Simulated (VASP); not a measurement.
Rh: single point with PBE

Crystal: Rh.

```xyz
1
Lattice="-0.0190 1.8920 1.8920 1.8920 -0.0190 1.8920 1.8920 1.8920 -0.0190" Properties=species:S:1:pos:R:3 pbc="T T T"
Rh    0.0000    0.0000    0.0000
```

This cell differs from its parent crystal: equal xy, yz and zx shear strains of -1 %.

* Program: VASP 6.6.1
* Task: single point
* Functional: PBE
* Potentials or basis: VASP PAW PBE potentials, release 64 (Rh_pv)
* Cutoff: 520 eV
* k mesh: 16 × 16 × 16
* Occupations: fermi-dirac, width 0.08 eV
* Spin: no spin polarisation
* Dipole correction: no
* Further INCAR settings: ALGO = Normal; EDIFF = 1e-07; NBANDS = 14

- Pressure: 6.2 GPa
- Band gap on the k mesh: zero (an odd number of electrons rules out a gap without spin polarisation)

Stress tensor (GPa, compression positive):
```
6.17 2.02 2.02
2.02 6.17 2.02
2.02 2.02 6.17
```

Levels at points of the mesh, in eV from the Fermi level:
| k point | band 5 | band 6 | band 7 | band 8 | band 9 | band 10 |
| --- | --- | --- | --- | --- | --- | --- |
| (0.00, 0.00, 0.00) | -3.13 | -3.13 | -2.94 | -0.98 | -0.98 | 16.00 |
| (0.50, 0.00, 0.00) | -3.25 | -3.03 | 0.51 | 0.62 | 0.69 | 8.58 |
| (0.50, 0.50, 0.00) | -5.94 | 0.54 | 0.99 | 1.01 | 3.27 | 12.28 |
| (0.50, 0.50, 0.50) | -3.17 | -3.17 | 0.61 | 0.61 | 0.90 | 8.88 |

Run time: 24 s on 1 thread of Intel(R) Xeon(R) 6975P-C (Granite Rapids), on a shared host, peak memory 0.18 GiB.

Caveat: the cell differs from its parent crystal (equal xy, yz and zx shear strains of -1 %); the cell stands under pressure.
